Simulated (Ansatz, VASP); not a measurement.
One calculation of KBr, two programs

Contents of INCAR:

```
PREC = Accurate ; ENCUT = 520
EDIFF = 1E-6 ; ISMEAR = -1
SIGMA = 0.02 ; LREAL = F
LASPH = T ; NELM = 60
ALGO = Normal ; ISIF = 2
LWAVE = F ; LCHARG = F
GGA = PE ; NBANDS = 15
```

Contents of KPOINTS:

```
Automatic mesh
0
Gamma
  6 6 6
```

POSCAR

```
KBr
1.0
    0.0000000000      3.7019459889      3.7019459889
    3.7019459889      0.0000000000      3.7019459889
    3.7019459889      3.7019459889      0.0000000000
K Br
1 1
Direct
    0.0000000000      0.0000000000      0.0000000000
    0.2500000000      0.2500000000      0.2500000000
```

Input for Ansatz:

```yaml
crystal:
  lattice:
    - [0.0, 3.7019459889, 3.7019459889]
    - [3.7019459889, 0.0, 3.7019459889]
    - [3.7019459889, 3.7019459889, 0.0]
  atoms:
    - { symbol: K, position: [0.0, 0.0, 0.0] }
    - { symbol: Br, position: [0.25, 0.25, 0.25] }
kpoints:
  mp_grid: { grid: [6, 6, 6] }
  band_path:
    path:
      - [0.0, 0.0, 0.0]
      - [-0.5, -0.5, 0.0]
      - [-0.375, -0.375, 0.25]
      - [-0.375, 0.0, 0.375]
      - [0.0, 0.0, 0.5]
      - [-0.5, -0.25, 0.25]
      - [0.0, 0.229167, -0.229167]
    npoints: 1
hamiltonian:
  xc: pbe
scf:
  occupations: { method: fermi_dirac, width: 0.02 }
  n_extra_bands: 4
output:
  forces: true
  stress: true
  eigenvalues: true
  write_density: true
  write_potential: true
  elf: true
  volumetric_format: npy
```

Change from the starting cell: hydrostatic strain +0.4%.

Alike in both runs: task single point; functional PBE; k mesh 6 × 6 × 6; occupations fermi-dirac, width 0.02 eV; no spin polarisation.

```csv
,VASP,Ansatz
version,VASP 6.6.1,Ansatz 0.2.0
potentials or method,"VASP PAW PBE potentials, release 64 (K_sv, Br)","plane waves, PAW"
plane-wave cutoff (eV),520,420
valence electrons in the cell,16,16
```

Ansatz gave:

| Property | Result |
| --- | --- |
| gap on the k mesh at the Fermi level (eV) | 4.26 |
| pressure (GPa) | 0.1 |

**Question.** What did VASP give for the same quantities?

**Answer.** gap on the k mesh at the Fermi level (eV): 4.26; pressure (GPa): 0.2.

With one functional, cell and mesh, what is left measures potentials, basis and numerics. Ansatz's warnings: xc potential rough in thin density.
